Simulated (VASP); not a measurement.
Runs of VASP 6.6.1 on CdSe. The structure is that of space group F-43m (No. 216), or close to it. The cells are those of the table. 

| level | cell | k mesh | cutoff (eV) | smearing | gap on the mesh (eV) | pressure (GPa) |
| --- | --- | --- | --- | --- | --- | --- |
| r2SCAN | a = 4.317 Å, angles 60.0°, 2 atoms | 8 × 8 × 8 | 520 | gaussian 0.01 eV | 1.06 | 1.0 |
| r2SCAN | a = 4.332, b = 4.332, c = 4.360 Å, angles 59.8, 59.8, 60.4°, 2 atoms | 8 × 8 × 8 | 520 | gaussian 0.01 eV | 1.00 | (a) |
| PBE | a = 4.332, b = 4.332, c = 4.360 Å, angles 59.8, 59.8, 60.4°, 2 atoms | 4 × 4 × 4 | 500 | gaussian 0.01 eV | 0.51 | 1.8 |
| r2SCAN | a = 4.339, b = 4.339, c = 4.317 Å, angles 60.2, 60.2, 60.3°, 2 atoms | 8 × 8 × 8 | 520 | gaussian 0.01 eV | 1.00 | 0.2 |
| PBE | a = 4.317 Å, angles 60.0°, 2 atoms | 8 × 8 × 8 | 520 | fermi-dirac 0.02 eV | 0.59 | (b) |
| PBE | a = 4.338 Å, angles 60.0°, 2 atoms | 4 × 4 × 4 | 520 | gaussian 0.01 eV | 0.54 | 1.9 |
| PBE | a = 4.339, b = 4.339, c = 4.317 Å, angles 60.2, 60.2, 60.3°, 2 atoms | 4 × 4 × 4 | 520 | gaussian 0.01 eV | 0.52 | 1.9 |
| PBE | a = 4.317 Å, angles 60.0°, 2 atoms | 4 × 4 × 4 | 500 | gaussian 0.01 eV | (c) | 2.7 |

Alike in all rows: task single point; potentials or basis VASP PAW PBE potentials, release 64 (Cd, Se); no spin polarisation.

**Question.** Estimate the missing entries.

**Answer.** (a) 0.1; (b) 2.5; (c) 0.57.

Caveats: some runs use coarse meshes; the PAW data sets were made with another functional, which shifts forces and pressure a little (some runs).

A k mesh can miss the band edges, and the runs leave out spin-orbit coupling on Cd, Se.
